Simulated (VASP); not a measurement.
# FeCo2 (P-6m2) in VASP: single point with PBE

Aim: the single point of FeCo2 with PBE.

Program: VASP 6.6.1. These are calculated values, not measurements. Logs are shortened: lines on timing, memory, paths and dates and some standing lists are left out, and cuts for length are marked.

### Step 1. The cell of the first run

Symmetry: P-6m2, No. 187, hexagonal system. The conventional cell has a = 2.495 Å, b = 2.495 Å, c = 12.436 Å, α = 90.00°, β = 90.00°, γ = 120.00°. Fe (site symmetry 3m) has 6 Fe at 2.50 Å and 6 Co at 2.55 Å within 3.3 Å. Co (site symmetry -6m2) has 12 Co at 2.48 to 2.50 Å within 3.3 Å. Co (site symmetry -6m2) has 6 Co at 2.50 Å and 6 Fe at 2.55 Å within 3.3 Å. Co (site symmetry 3m) has 9 Co at 2.48 to 2.50 Å and 3 Fe at 2.55 Å within 3.3 Å.

### Step 2. Single point, PBE, collinear spin, ferromagnetic start

INCAR reads:

```
SYSTEM = FeCo2
PREC = Accurate
ENCUT = 690
EDIFF = 1E-6
ISMEAR = 0
SIGMA = 0.1
LREAL = .False.
LASPH = .True.
NELM = 200
ALGO = Normal
ISIF = 2
LWAVE = .False.
LCHARG = .False.
ISPIN = 2
MAGMOM = 4 4 3 3 3 3
LORBIT = 11
LMAXMIX = 4
GGA = PE
NBANDS = 63
GGA_COMPAT = .False.
```

KPOINTS reads:

```
regular mesh
0
Gamma
  6 6 2
  0 0 0
```

POSCAR reads:

```
FeCo2
1.0
    2.4953446979      0.0000000029      0.0000000000
   -1.2476723515      2.1610318981      0.0000000000
    0.0000000000      0.0000000000     12.4355248892
Fe Co
2 4
Direct
    0.3333333333      0.6666666667      0.8307567772
    0.3333333333      0.6666666667      0.1692432228
    0.3333333333      0.6666666667      0.5000000000
    0.6666666667      0.3333333333      0.0000000000
    0.6666666667      0.3333333333      0.3379817247
    0.6666666667      0.3333333333      0.6620182753
```

Potentials or basis: VASP PAW PBE potentials, release 64 (Fe_sv, Co_sv).

Launch:

```
cat potpaw_PBE.64/Fe_sv/POTCAR potpaw_PBE.64/Co_sv/POTCAR > POTCAR
mpirun -np 1 vasp_std > vasp.out
```

OUTCAR:

```text
SYSTEM = FeCo2
   PREC = Accurate
   ENCUT = 690
   EDIFF = 1E-6
   ISMEAR = 0
   LREAL = .False.
   LASPH = .True.
   NELM = 200
   ISIF = 2
   ISPIN = 2
   LORBIT = 11
   GGA = PE

 ion  position               nearest neighbor table
   1  0.333  0.667  0.831-
   2  0.333  0.667  0.169-
   3  0.333  0.667  0.500-   5 2.48   6 2.48   5 2.48   6 2.48   5 2.48   6 2.48
   4  0.667  0.333  0.000-
   5  0.667  0.333  0.338-   3 2.48   3 2.48   3 2.48
   6  0.667  0.333  0.662-   3 2.48   3 2.48   3 2.48

  LATTYP: Found a hexagonal cell.
 ALAT       =     2.4953446979
 C/A-ratio  =     4.9834898159

  Lattice vectors:

 A1 = (   2.4953446979,   0.0000000029,   0.0000000000)
 A2 = (  -1.2476723515,   2.1610318981,   0.0000000000)
 A3 = (   0.0000000000,   0.0000000000,  12.4355248892)

Analysis of symmetry for initial positions (statically):
=====================================================================
 Subroutine PRICEL returns:
 Original cell was already a primitive cell.

 Routine SETGRP: Setting up the symmetry group for a
 hexagonal supercell.

 Subroutine GETGRP returns: Found 12 space group operations
 (whereof 12 operations were pure point group operations)
 out of a pool of 24 trial point group operations.

The static configuration has the point symmetry D_3h.

Analysis of symmetry for dynamics (positions and initial velocities):
=====================================================================
 Subroutine PRICEL returns:
 Original cell was already a primitive cell.

 Routine SETGRP: Setting up the symmetry group for a
 hexagonal supercell.

 Subroutine GETGRP returns: Found 12 space group operations
 (whereof 12 operations were pure point group operations)
 out of a pool of 24 trial point group operations.

The dynamic configuration has the point symmetry D_3h.

Analysis of structural, dynamic, and magnetic symmetry:
=====================================================================
 Subroutine PRICEL returns:
 Original cell was already a primitive cell.

 Routine SETGRP: Setting up the symmetry group for a
 hexagonal supercell.

 Subroutine GETGRP returns: Found 12 space group operations
 (whereof 12 operations were pure point group operations)
 out of a pool of 24 trial point group operations.

The overall configuration has the point symmetry D_3h.

 Subroutine INISYM returns: Found 12 space group operations
 (whereof 12 operations are pure point group operations),
 and found     1 'primitive' translations

----------------------------------------------------------------------------------------

                                     Primitive cell

  volume of cell :      67.0588

  direct lattice vectors                    reciprocal lattice vectors
     2.495344698  0.000000003  0.000000000     0.400746238  0.231370949  0.000000000
    -1.247672352  2.161031898  0.000000000    -0.000000001  0.462741897  0.000000000
     0.000000000  0.000000000 12.435524889     0.000000000  0.000000000  0.080414780

  length of vectors
     2.495344698  2.495344698 12.435524889     0.462741897  0.462741897  0.080414780

  position of ions in fractional coordinates (direct lattice)
     0.333333333  0.666666667  0.830756777
     0.333333333  0.666666667  0.169243223
     0.333333333  0.666666667  0.500000000
     0.666666667  0.333333333  0.000000000
     0.666666667  0.333333333  0.337981725
     0.666666667  0.333333333  0.662018275

  ion indices of the primitive-cell ions
   primitive index   ion index
                 1           1
                 2           2
                 3           3
                 4           4
                 5           5
                 6           6

----------------------------------------------------------------------------------------

 KPOINTS: regular mesh

Automatic generation of k-mesh.
 Grid dimensions read from file:
 generate k-points for:    6    6    2

 Generating k-lattice:

  Cartesian coordinates                     Fractional coordinates (reciprocal lattice)
     0.066791040  0.038561825  0.000000000     0.166666667  0.000000000  0.000000000
    -0.000000000  0.077123649  0.000000000     0.000000000  0.166666667  0.000000000
     0.000000000  0.000000000  0.040207390     0.000000000  0.000000000  0.500000000

  Length of vectors
     0.077123649  0.077123649  0.040207390

  Shift w.r.t. Gamma in fractional coordinates (k-lattice)
     0.000000000  0.000000000  0.000000000

 Subroutine IBZKPT returns following result:
 ===========================================

 Found     14 irreducible k-points:

 Following reciprocal coordinates:
            Coordinates               Weight
  0.000000  0.000000  0.000000      1.000000
  0.166667  0.000000  0.000000      6.000000
  0.333333 -0.000000  0.000000      6.000000
  0.500000  0.000000  0.000000      3.000000
  0.166667  0.166667  0.000000      6.000000
  0.333333  0.166667  0.000000     12.000000
  0.333333  0.333333  0.000000      2.000000
  0.000000  0.000000  0.500000      1.000000
  0.166667  0.000000  0.500000      6.000000
  0.333333 -0.000000  0.500000      6.000000
  0.500000  0.000000  0.500000      3.000000
  0.166667  0.166667  0.500000      6.000000
  0.333333  0.166667  0.500000     12.000000
  0.333333  0.333333  0.500000      2.000000
   k-points           NKPTS =     14   k-points in BZ     NKDIM =     14   number of bands    NBANDS=     63
   number of dos      NEDOS =    301   number of ions     NIONS =      6
   total plane-waves  NPLWV =  62208
   dimension x,y,z NGX =    24 NGY =   24 NGZ =  108
   dimension x,y,z NGXF=    48 NGYF=   48 NGZF=  216
   ions per type =               2   4
   NGX,Y,Z   is equivalent  to a cutoff of  15.99, 15.99, 14.44 a.u.
   NGXF,Y,Z  is equivalent  to a cutoff of  31.98, 31.98, 28.88 a.u.
 SYSTEM =  FeCo2
   PREC   = accura    normal or accurate (medium, high low for compatibility)
   ISTART =      0    job   : 0-new  1-cont  2-samecut
   ICHARG =      2    charge: 1-file 2-atom 10-const
   ISPIN  =      2    spin polarized calculation?
   LNONCOLLINEAR =      F non collinear calculations
   LSORBIT =      F    spin-orbit coupling
   LASPH  =      T    aspherical Exc in radial PAW
   ENCUT  =  690.0 eV  50.71 Ry    7.12 a.u.   5.34  5.34 26.63*2*pi/ulx,y,z
   NELM   =    200;   NELMIN=  2; NELMDL= -5     # of ELM steps
   EDIFF  = 0.1E-05   stopping-criterion for ELM
   LREAL  =      F    real-space projection
[... 7 lines left out ...]
   TEBEG  =    0.0;   TEEND  =   0.0 temperature during run
   PSTRESS=    0.0 pullay stress
   NELECT =     100.0000    total number of electrons
   NUPDOWN=      -1.0000    fix difference up-down
   EMIN   =  10.00;   EMAX   =-10.00  energy-range for DOS
   EFERMI =   0.00;   METHOD = LEGACY
   ISMEAR =     0;   SIGMA  =   0.10  broadening in eV -4-tet -1-fermi 0-gaus
   EFERMI_NEDOS =   21; number of points for ismear=-14 and -15
   IALGO  =     38    algorithm
   IMIX   =      4    mixing-type and parameters
     AMIX     =   0.40;   BMIX     =  1.00
     AMIX_MAG =   1.60;   BMIX_MAG =  1.00
  volume/ion in A,a.u.               =      11.18        75.42
  Fermi-wavevector in a.u.,A,eV,Ry     =   1.870350  3.534449 47.596024  3.498209
  Thomas-Fermi vector in A             =   2.916187
   LORBIT       =     11    0 simple, 1 ext, 2 COOP (PROOUT), +10 PAW based schemes
   GGA     = PE    functional components
   LHFCALC =     F    Hartree Fock is set to
   AEXX    =    0.0000 exact exchange contribution
   IVDW    =     0    specifies the selected vdW correction
   LEPSILON=     F    determine dielectric tensor
   LRPA    =     F    only Hartree local field effects (RPA)
 spin polarized calculation
 Gauss-broadening in eV      SIGMA  =   0.10
  energy-cutoff  :      690.00
  volume of cell :       67.06
 maximum number of plane-waves:      2814
 NGX is ok and might be reduce to    24
   NGX = 11   NGY = 11   NGZ = 53

 number of electron     100.0000001 magnetization      15.8399373

 number of electron      99.9999998 magnetization      11.3432987

 Free energy of the ion-electron system (eV)
  ---------------------------------------------------
  ext. energy  EPLUGINS =         0.00000000
  ---------------------------------------------------
  free energy    TOTEN  =       -44.88002034 eV

  energy without entropy =      -44.83903809  energy(sigma->0) =      -44.85952921

 E-fermi :  11.8289     XC(G=0): -13.7448

 val. band max:       11.8207406410   @ k =   0.1667   0.0000   0.5000
 cond. band min:      11.8297515882   @ k =   0.0000   0.0000   0.5000
 fundamental gap:      0.0090109472
 Fermi energy:        11.8288942125

 spin component 1

 k-point     1 :       0.0000    0.0000    0.0000
  band No.  band energies     occupation
      1     -84.1892      1.00000
      2     -84.1655      1.00000
      3     -84.1337      1.00000
      4     -84.1211      1.00000
      5     -76.3049      1.00000
      6     -76.3048      1.00000
[... 899 lines left out ...]
     61      17.5298      0.00000
     62      17.8281      0.00000
 Fermi energy:        11.8288942125

 spin component 2

 k-point     1 :       0.0000    0.0000    0.0000
  band No.  band energies     occupation
      1     -82.1164      1.00000
      2     -82.0663      1.00000
      3     -82.0572      1.00000
      4     -82.0571      1.00000
      5     -73.4232      1.00000
      6     -73.4231      1.00000
[... 899 lines left out ...]
     61      18.5624      0.00000
     62      18.8564      0.00000
 [bands above 62 left out]

------------------------ aborting loop because EDIFF is reached ----------------------------------------

  FORCE on cell =-STRESS in cart. coord.  units (eV):
  Direction    XX          YY          ZZ          XY          YZ          ZX
  --------------------------------------------------------------------------------------
  -------------------------------------------------------------------------------------
  Total       -0.5633670     -0.5633670     -0.5627921      0.0000000      0.0000000      0.0000000
  in kB      -13.4600336    -13.4600336    -13.4462975      0.0000000      0.0000000      0.0000000
  external PRESSURE =     -13.4554549 kB  Pullay stress =       0.0000000 kB

 VOLUME and BASIS-vectors are now :
 -----------------------------------------------------------------------------
  energy-cutoff  :      690.00
  volume of cell :       67.06
      direct lattice vectors                 reciprocal lattice vectors
     2.495344698  0.000000003  0.000000000     0.400746238  0.231370949  0.000000000
    -1.247672352  2.161031898  0.000000000    -0.000000001  0.462741897  0.000000000
     0.000000000  0.000000000 12.435524889     0.000000000  0.000000000  0.080414780

 POSITION                                       TOTAL-FORCE (eV/Angst)
 -----------------------------------------------------------------------------------
     -0.00000      1.44069     10.33090        -0.000000     -0.000000     -0.000125
     -0.00000      1.44069      2.10463         0.000000      0.000000      0.000125
     -0.00000      1.44069      6.21776         0.000000     -0.000000      0.000000
      1.24767      0.72034      0.00000         0.000000      0.000000      0.000000
      1.24767      0.72034      4.20298        -0.000000      0.000000      0.014319
      1.24767      0.72034      8.23254        -0.000000      0.000000     -0.014319
 -----------------------------------------------------------------------------------
    total drift:                               -0.000000      0.000000      0.000000

  FREE ENERGIE OF THE ION-ELECTRON SYSTEM (eV)
  ---------------------------------------------------
  free  energy   TOTEN  =       -44.8800203400 eV

  energy  without entropy=      -44.8390380890  energy(sigma->0) =      -44.85952921

 total charge

# of ion       s       p       d       tot
------------------------------------------
    1        2.186   6.032   5.530  13.749
    2        2.186   6.032   5.530  13.749
    3        2.245   6.118   6.695  15.058
    4        2.242   6.115   6.682  15.040
    5        2.244   6.117   6.692  15.052
    6        2.244   6.117   6.692  15.052
--------------------------------------------------
tot         13.348  36.531  37.821  87.700

 magnetization (x)

# of ion       s       p       d       tot
------------------------------------------
    1       -0.000  -0.003   2.413   2.410
    2       -0.000  -0.003   2.413   2.410
    3       -0.006  -0.014   1.685   1.665
    4       -0.008  -0.016   1.758   1.734
    5       -0.007  -0.015   1.704   1.682
    6       -0.007  -0.015   1.704   1.682
--------------------------------------------------
tot         -0.029  -0.067  11.677  11.581
```

Run time: 4.1 min. Hardware: 1 thread of AMD EPYC 9R45 (Zen 5), shared host; peak memory 0.31 GiB.

Results:

```
Free energy                                           : -44.8800 eV
Pressure                                              : -1.3 GPa
Largest force                                         : 0.014 eV/Å
Net moment                                            : 11.34 μB per cell
Site moments                                          : Fe +2.41; Co +1.67, +1.73, +1.68 (each value once) μB
Valence electrons inside the program's atomic spheres : Fe 13.75; Co 15.06, 15.04, 15.05 (each value once)
```

Forces in eV/Å, atoms in the order of the input:
```
Fe   0.000  0.000  0.000
Fe   0.000  0.000  0.000
Co   0.000  0.000  0.000
Co   0.000  0.000  0.000
Co   0.000  0.000  0.014
Co   0.000  0.000 -0.014
```

Levels at points of the mesh, in eV from the Fermi level:
Spin up:
| k point | band 53 | band 54 | band 55 | band 56 | band 57 | band 58 | band 59 | band 60 |
| --- | --- | --- | --- | --- | --- | --- | --- | --- |
| (0.00, 0.00, 0.00) | -1.25 | -0.85 | -0.85 | -0.74 | -0.74 | -0.68 | -0.68 | -0.36 |
| (0.50, 0.00, 0.00) | -0.04 | -0.03 | 0.86 | 0.91 | 1.46 | 2.61 | 2.68 | 3.47 |
| (0.00, 0.00, 0.50) | -1.08 | -1.08 | -0.94 | -0.94 | -0.72 | -0.72 | -0.68 | -0.68 |
| (0.50, 0.00, 0.50) | -0.03 | -0.03 | 1.20 | 1.29 | 1.60 | 1.67 | 3.22 | 3.33 |
Spin down:
```csv
k point,band 41,band 42,band 43,band 44,band 45,band 46,band 47,band 48
"(0.00, 0.00, 0.00)",-0.72,-0.64,-0.64,-0.36,-0.12,-0.12,0.11,0.11
"(0.50, 0.00, 0.00)",-0.20,-0.17,-0.12,0.83,1.01,1.05,1.27,1.35
"(0.00, 0.00, 0.50)",-0.73,-0.64,-0.64,-0.62,-0.09,-0.09,0.00,0.00
"(0.50, 0.00, 0.50)",-0.04,0.01,0.11,0.33,0.67,0.69,1.30,1.36
```

Caveat: the k points lie up to 0.48 Å⁻¹ apart.
